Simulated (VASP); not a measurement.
# SiGeF6 (Pm-3m) in VASP: notebook, part 2 of 2

VASP 6.6.1.

**3. Relaxation of cell and atoms, PBE**

This run uses another cell than the first one, of 27.00 Å³/atom.

The input, INCAR:

```
SYSTEM = SiGeF6
ALGO     = Normal         ! electronic algorithm
EDIFF    = 1E-6           ! SCF threshold, eV
EDIFFG   = -0.01          ! ionic threshold
ENCUT    = 600            ! plane-wave cutoff, eV
GGA      = PE             ! functional
IBRION   = 2              ! ionic algorithm
ISIF     = 3              ! what is computed and relaxed
ISMEAR   = 0              ! smearing method
LASPH    = .TRUE.         ! aspherical terms in the spheres
LCHARG   = .FALSE.        ! write CHGCAR
LREAL    = .FALSE.        ! projectors in reciprocal space
LWAVE    = .FALSE.        ! write WAVECAR
NELM     = 100            ! most SCF steps
NSW      = 100            ! ionic steps
PREC     = Accurate       ! precision mode
SIGMA    = 0.1            ! smearing width, eV
```

The input, KPOINTS:

```
k-points
0
G
  6 6 6
  0 0 0
```

The input, POSCAR:

```
SiGeF6
1.0
    5.9998102171      0.0000000000      0.0000000000
    0.0000000000      5.9998102171      0.0000000000
    0.0000000000      0.0000000000      5.9998102171
Si Ge F
1 1 6
Direct
    0.5000000000      0.5000000000      0.5000000000
    0.0000000000      0.0000000000      0.0000000000
    0.6978538631      0.0000000000      0.0000000000
    0.3021461369      0.0000000000      0.0000000000
    0.0000000000      0.6978538631      0.0000000000
    0.0000000000      0.3021461369      0.0000000000
    0.0000000000      0.0000000000      0.6978538631
    0.0000000000      0.0000000000      0.3021461369
```

Potentials or basis: VASP PAW PBE potentials, release 64 (Si, Ge_d, F).

Launch:

```
$ cat potpaw_PBE.64/Si/POTCAR potpaw_PBE.64/Ge_d/POTCAR potpaw_PBE.64/F/POTCAR > POTCAR
$ mpirun -np 1 vasp_std > vasp.out
```

OUTCAR:

```text
SYSTEM = SiGeF6
   EDIFF = 1E-6
   EDIFFG = -0.01
   ENCUT = 600
   GGA = PE
   IBRION = 2
   ISIF = 3
   ISMEAR = 0
   LASPH = .TRUE.
   LREAL = .FALSE.
   NELM = 100
   NSW = 100
   PREC = Accurate

 ion  position               nearest neighbor table
   1  0.500  0.500  0.500-
   2  0.000  0.000  0.000-   3 1.81   4 1.81   5 1.81   6 1.81   7 1.81   8 1.81
   3  0.698  0.000  0.000-   2 1.81
   4  0.302  0.000  0.000-   2 1.81
   5  0.000  0.698  0.000-   2 1.81
   6  0.000  0.302  0.000-   2 1.81
   7  0.000  0.000  0.698-   2 1.81
   8  0.000  0.000  0.302-   2 1.81

  LATTYP: Found a simple cubic cell.
 ALAT       =     5.9998102171

  Lattice vectors:

 A1 = (   5.9998102171,   0.0000000000,   0.0000000000)
 A2 = (   0.0000000000,   5.9998102171,   0.0000000000)
 A3 = (   0.0000000000,   0.0000000000,   5.9998102171)

Analysis of symmetry for initial positions (statically):
=====================================================================
 Subroutine PRICEL returns:
 Original cell was already a primitive cell.

 Routine SETGRP: Setting up the symmetry group for a
 simple cubic supercell.

 Subroutine GETGRP returns: Found 48 space group operations
 (whereof 48 operations were pure point group operations)
 out of a pool of 48 trial point group operations.

The static configuration has the point symmetry O_h .

Analysis of symmetry for dynamics (positions and initial velocities):
=====================================================================
 Subroutine PRICEL returns:
 Original cell was already a primitive cell.

 Routine SETGRP: Setting up the symmetry group for a
 simple cubic supercell.

 Subroutine GETGRP returns: Found 48 space group operations
 (whereof 48 operations were pure point group operations)
 out of a pool of 48 trial point group operations.

The dynamic configuration has the point symmetry O_h .

 Subroutine INISYM returns: Found 48 space group operations
 (whereof 48 operations are pure point group operations),
 and found     1 'primitive' translations

----------------------------------------------------------------------------------------

                                     Primitive cell

  volume of cell :     215.9795

  direct lattice vectors                    reciprocal lattice vectors
     5.999810217  0.000000000  0.000000000     0.166671939  0.000000000  0.000000000
     0.000000000  5.999810217  0.000000000     0.000000000  0.166671939  0.000000000
     0.000000000  0.000000000  5.999810217     0.000000000  0.000000000  0.166671939

  length of vectors
     5.999810217  5.999810217  5.999810217     0.166671939  0.166671939  0.166671939

  position of ions in fractional coordinates (direct lattice)
     0.500000000  0.500000000  0.500000000
     0.000000000  0.000000000  0.000000000
     0.697853863  0.000000000  0.000000000
     0.302146137  0.000000000  0.000000000
     0.000000000  0.697853863  0.000000000
     0.000000000  0.302146137  0.000000000
     0.000000000  0.000000000  0.697853863
     0.000000000  0.000000000  0.302146137

  ion indices of the primitive-cell ions
   primitive index   ion index
                 1           1
                 2           2
                 3           3
                 4           4
                 5           5
                 6           6
                 7           7
                 8           8

----------------------------------------------------------------------------------------

 KPOINTS: k-points

Automatic generation of k-mesh.
 Grid dimensions read from file:
 generate k-points for:    6    6    6

 Generating k-lattice:

  Cartesian coordinates                     Fractional coordinates (reciprocal lattice)
     0.027778656  0.000000000  0.000000000     0.166666667  0.000000000  0.000000000
     0.000000000  0.027778656  0.000000000     0.000000000  0.166666667  0.000000000
     0.000000000  0.000000000  0.027778656     0.000000000  0.000000000  0.166666667

  Length of vectors
     0.027778656  0.027778656  0.027778656

  Shift w.r.t. Gamma in fractional coordinates (k-lattice)
     0.000000000  0.000000000  0.000000000

 Subroutine IBZKPT returns following result:
 ===========================================

 Found     20 irreducible k-points:

 Following reciprocal coordinates:
            Coordinates               Weight
  0.000000  0.000000  0.000000      1.000000
  0.166667  0.000000  0.000000      6.000000
  0.333333  0.000000  0.000000      6.000000
  0.500000  0.000000  0.000000      3.000000
  0.166667  0.166667  0.000000     12.000000
  0.333333  0.166667  0.000000     24.000000
[... 12 lines left out ...]
  0.500000  0.500000  0.333333      6.000000
  0.500000  0.500000  0.500000      1.000000
   k-points           NKPTS =     20   k-points in BZ     NKDIM =     20   number of bands    NBANDS=     36
   number of dos      NEDOS =    301   number of ions     NIONS =      8
   total plane-waves  NPLWV = 110592
   dimension x,y,z NGX =    48 NGY =   48 NGZ =   48
   dimension x,y,z NGXF=    96 NGYF=   96 NGZF=   96
   ions per type =               1   1   6
   NGX,Y,Z   is equivalent  to a cutoff of  13.30, 13.30, 13.30 a.u.
   NGXF,Y,Z  is equivalent  to a cutoff of  26.60, 26.60, 26.60 a.u.
 SYSTEM =  SiGeF6
   PREC   = accura    normal or accurate (medium, high low for compatibility)
   ISTART =      0    job   : 0-new  1-cont  2-samecut
   ICHARG =      2    charge: 1-file 2-atom 10-const
   ISPIN  =      1    spin polarized calculation?
   LNONCOLLINEAR =      F non collinear calculations
   LSORBIT =      F    spin-orbit coupling
   LASPH  =      T    aspherical Exc in radial PAW
   ENCUT  =  600.0 eV  44.10 Ry    6.64 a.u.  11.98 11.98 11.98*2*pi/ulx,y,z
   NELM   =    100;   NELMIN=  2; NELMDL= -5     # of ELM steps
   EDIFF  = 0.1E-05   stopping-criterion for ELM
   LREAL  =      F    real-space projection
   EDIFFG = -.1E-01   stopping-criterion for IOM
   NSW    =    100    number of steps for IOM
   IBRION =      2    ionic relax: 0-MD 1-quasi-New 2-CG
   NFREE  =      1    steps in history (QN), initial steepest desc. (CG)
   ISIF   =      3    stress and relaxation
   ISYM   =      2    0-nonsym 1-usesym 2-fastsym
   POTIM  = 0.5000    time-step for ionic-motion
   TEBEG  =    0.0;   TEEND  =   0.0 temperature during run
   PSTRESS=    0.0 pullay stress
   NELECT =      60.0000    total number of electrons
   NUPDOWN=      -1.0000    fix difference up-down
   EMIN   =  10.00;   EMAX   =-10.00  energy-range for DOS
   EFERMI =   0.00;   METHOD = LEGACY
   ISMEAR =     0;   SIGMA  =   0.10  broadening in eV -4-tet -1-fermi 0-gaus
   EFERMI_NEDOS =   21; number of points for ismear=-14 and -15
   IALGO  =     38    algorithm
   IMIX   =      4    mixing-type and parameters
     AMIX     =   0.40;   BMIX     =  1.00
     AMIX_MAG =   1.60;   BMIX_MAG =  1.00
  volume/ion in A,a.u.               =      27.00       182.19
  Fermi-wavevector in a.u.,A,eV,Ry     =   1.068204  2.018614 15.525075  1.141061
  Thomas-Fermi vector in A             =   2.203845
   LORBIT       =      0    0 simple, 1 ext, 2 COOP (PROOUT), +10 PAW based schemes
   GGA     = PE    functional components
   LHFCALC =     F    Hartree Fock is set to
   AEXX    =    0.0000 exact exchange contribution
   IVDW    =     0    specifies the selected vdW correction
   LEPSILON=     F    determine dielectric tensor
   LRPA    =     F    only Hartree local field effects (RPA)
 conjugate gradient relaxation of ions
 non-spin polarized calculation
 Gauss-broadening in eV      SIGMA  =   0.10
  energy-cutoff  :      600.00
  volume of cell :      215.98
 maximum number of plane-waves:      7248
 NGX is ok and might be reduce to    48
   NGX = 23   NGY = 23   NGZ = 23

--------------------------------------- Ionic step        1  -------------------------------------------

 number of electron      60.0000031 magnetization

 Free energy of the ion-electron system (eV)
  ---------------------------------------------------
  ext. energy  EPLUGINS =         0.00000000
  ---------------------------------------------------
  free energy    TOTEN  =       -29.65122185 eV

  energy without entropy =      -29.53610057  energy(sigma->0) =      -29.59366121

------------------------ aborting loop because EDIFF is reached ----------------------------------------

  FORCE on cell =-STRESS in cart. coord.  units (eV):
  Direction    XX          YY          ZZ          XY          YZ          ZX
  --------------------------------------------------------------------------------------
  -------------------------------------------------------------------------------------
  Total        0.4297453      0.4297453      0.4297453     -0.0000000      0.0000000     -0.0000000
  in kB        3.1879332      3.1879332      3.1879332     -0.0000000      0.0000000     -0.0000000
  external PRESSURE =       3.1879332 kB  Pullay stress =       0.0000000 kB
[... 279 lines left out ...]
  energy  without entropy=      -29.5367191972  energy(sigma->0) =      -29.59510280

--------------------------------------- Ionic step        8  -------------------------------------------

 number of electron      60.0000055 magnetization

 Free energy of the ion-electron system (eV)
  ---------------------------------------------------
  ext. energy  EPLUGINS =         0.00000000
  ---------------------------------------------------
  free energy    TOTEN  =       -29.65370291 eV

  energy without entropy =      -29.53607443  energy(sigma->0) =      -29.59488867

 E-fermi :  -3.7011     XC(G=0):  -6.0583

 val. band max:       -3.7277398888   @ k =   0.1667   0.1667   0.0000
 cond. band min:      -3.7000316239   @ k =   0.5000   0.0000   0.0000
 fundamental gap:      0.0277082649
 Fermi energy:        -3.7010936821

 k-point     1 :       0.0000    0.0000    0.0000
  band No.  band energies     occupation
      1     -26.2143      2.00000
      2     -26.2143      2.00000
      3     -25.4005      2.00000
      4     -25.4005      2.00000
      5     -25.4005      2.00000
      6     -24.8786      2.00000
[... 804 lines left out ...]
  FREE ENERGIE OF THE ION-ELECTRON SYSTEM (eV)
  ---------------------------------------------------
  free  energy   TOTEN  =       -29.6537029062 eV

  energy  without entropy=      -29.5360744262  energy(sigma->0) =      -29.59488867

 reached required accuracy - stopping structural energy minimisation
```

Wall time 24 min (1 thread of Intel Xeon 8259CL, shared host); peak memory 0.45 GiB.

What came out:

| Item | Value |
| --- | --- |
| Free energy | -29.6537 eV |
| Relaxed volume | 27.41 Å³/atom |
| Relaxed cell | a = 6.030 Å, b = 6.030 Å, c = 6.030 Å, α = 90.00°, β = 90.00°, γ = 90.00° |
| Space group after relaxing (to 0.1 Å) | Pm-3m (No. 221) |
| Energy gained by relaxing | 0.3 meV/atom |
| Ionic steps | 8 |
| Pressure after relaxing | 0.0 GPa |
| Largest force after relaxing | 0.010 eV/Å |
| Band gap on the k mesh | zero (filled and empty bands touch) |

Forces in eV/Å, atoms in the order of the input:
```
Si   0.000  0.000  0.000
Ge   0.000  0.000  0.000
F    0.010  0.000  0.000
F   -0.010  0.000  0.000
F    0.000  0.010  0.000
F    0.000 -0.010  0.000
F    0.000  0.000  0.010
F    0.000  0.000 -0.010
```

The path:
```tsv
step	energy change (eV)	largest force (eV/Å)	pressure (GPa)	volume (Å³)
1	0.0000	0.0749	0.32	215.98
2	-0.0005	0.1164	-0.13	217.66
3	-0.0014	0.0328	0.05	216.92
4	-0.0014	0.0292	0.07	216.88
5	-0.0018	0.0242	0.04	217.32
6	-0.0020	0.0225	0.03	217.60
7	-0.0023	0.0174	0.01	218.15
8	-0.0025	0.0097	0.02	219.26
```

Final structure:
```cif
data_structure
_symmetry_space_group_name_H-M 'P 1'
_symmetry_Int_Tables_number 1
_cell_length_a 6.0300
_cell_length_b 6.0300
_cell_length_c 6.0300
_cell_angle_alpha 90.000
_cell_angle_beta 90.000
_cell_angle_gamma 90.000
_cell_volume 219.26
loop_
_atom_site_label
_atom_site_type_symbol
_atom_site_fract_x
_atom_site_fract_y
_atom_site_fract_z
_atom_site_occupancy
Si1 Si 0.50000 0.50000 0.50000 1
Ge1 Ge 0.00000 0.00000 0.00000 1
F1 F 0.69851 0.00000 0.00000 1
F2 F 0.30149 0.00000 0.00000 1
F3 F 0.00000 0.69851 0.00000 1
F4 F 0.00000 0.30149 0.00000 1
F5 F 0.00000 0.00000 0.69851 1
F6 F 0.00000 0.00000 0.30149 1
```

Levels at points of the mesh, in eV from the Fermi level:
```tsv
k point	band 28	band 29	band 30	band 31	band 32	band 33
(0.00, 0.00, 0.00)	0.00	0.00	0.00	0.16	0.16	0.16
(0.50, 0.00, 0.00)	-0.15	-0.15	0.00	0.00	0.14	0.14
(0.50, 0.50, 0.00)	-0.32	-0.15	-0.15	0.09	0.09	0.12
(0.50, 0.50, 0.50)	-0.32	-0.32	-0.32	0.08	0.08	0.08
```
